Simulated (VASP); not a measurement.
Input of a VASP 6.6.1 run:

INCAR

```
SYSTEM = WC
ALGO = Normal
EDIFF = 1E-8
ENCUT = 520
IBRION = 8
ISIF = 2
ISMEAR = -1
LASPH = .TRUE.
LCHARG = .FALSE.
LREAL = .FALSE.
LWAVE = .FALSE.
NELM = 80
NSW = 1
PREC = Accurate
SIGMA = 0.08
```

The input KPOINTS:

```
k-points
0
G
  18 18 14
  0 0 0
```

Contents of POSCAR:

```
WC
1.0
    2.8982465483      0.0000000000      0.0000000000
   -1.4491232742      2.5099551372      0.0000000000
    0.0000000000      0.0000000000      2.8260704672
W C
1 1
Direct
    0.0000000000      0.0000000000      0.0000000000
    0.6666666667      0.3333333333      0.5000000000
```

Potentials or basis: VASP PAW LDA potentials, release 64 (W_sv, C).

Run with:

```bash
$ cat potpaw_LDA.64/W_sv/POTCAR potpaw_LDA.64/C/POTCAR > POTCAR
$ mpirun -np 1 vasp_std > vasp.out
```

**Question.** What does it give for the highest phonon frequency at Γ?

**Answer.** 619 cm⁻¹.

Phonon frequencies in cm⁻¹ (negative: imaginary):
| q point | frequencies |
| --- | --- |
| (0.000, 0.000, 0.000) | 0 0 0 586 619 619 |

Caveat: the cell stands under pressure or tension, which shifts response properties.
